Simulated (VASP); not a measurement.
## K: single point with r2SCAN

Crystal: K.

```xyz
1
Lattice="-2.7217 2.7217 2.7217 2.7217 -2.7217 2.7217 2.7217 2.7217 -2.7217" Properties=species:S:1:pos:R:3 pbc="T T T"
K     0.0000    0.0000    0.0000
```

This cell differs from its parent crystal: volume scaled by 1.06.

- Program: VASP 6.6.1
- Task: single point
- Functional: r2SCAN
- Potentials or basis: VASP PAW PBE potentials, release 64 (K_sv)
- Cutoff: 520 eV
- k mesh: 12 × 12 × 12
- Occupations: gaussian, width 0.1 eV
- Spin: no spin polarisation

The pressure is -0.2 GPa.

Levels at points of the mesh, in eV from the Fermi level:
```csv
k point,band 1,band 2,band 3,band 4,band 5,band 6,band 7,band 8,band 9
"(0.00, 0.00, 0.00)",-33.70,-16.38,-16.38,-16.38,-2.16,4.67,4.67,4.67,5.58
"(0.50, 0.00, 0.00)",-33.70,-16.43,-16.40,-16.38,0.59,0.61,3.47,5.25,6.11
"(0.50, 0.50, 0.50)",-33.70,-16.42,-16.42,-16.42,1.84,1.84,3.54,3.54,3.54
```

Run time: 4.3 min on 1 thread of Oxide Virtual Turin-like Processor (shared host), peak memory 0.21 GiB.

Caveat: the PAW data sets were made with another functional, which shifts forces and pressure a little.
